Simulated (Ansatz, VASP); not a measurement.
# Two plane-wave programs on As

```
CELL_PARAMETERS angstrom
1.87987 1.08534 3.57513
-1.87987 1.08534 3.57513
0.00000 -2.17068 3.57513
ATOMIC_POSITIONS crystal
As 0.22599 0.22599 0.22599
As 0.77401 0.77401 0.77401
```

Alike in both runs: functional r2SCAN; dispersion rVV10; k mesh 15 × 15 × 15; occupations gaussian, width 0.1 eV; no spin polarisation.

Ansatz relaxed the structure, and its values are those at the end. VASP's run is a single point on that final structure, the one shown.

|  | VASP | Ansatz |
| --- | --- | --- |
| version | VASP 6.6.1 | Ansatz 0.2.0 |
| potentials or method | VASP PAW PBE potentials, release 64 (As), cutoff 520 eV | scalar-relativistic, plane waves, PAW |
| valence electrons in the cell | 10 | 30 |

VASP gave:

```
gap on the k mesh at the Fermi level (eV) : none
pressure (GPa)                            : 0.4
rms of the force components (eV/Å)        : 0.036
```

Problem. Estimate Ansatz's values.

Solution. gap on the k mesh at the Fermi level (eV): none; pressure (GPa): 0.0; rms of the force components (eV/Å): 0.000.

VASP's potentials were made for PBE, not for r2SCAN. A gap of «none» marks a metal or a gap that the smearing closes. VASP's potentials hold 10 valence electrons a cell and Ansatz's 30, so a difference there can come from the potentials and not from the codes.
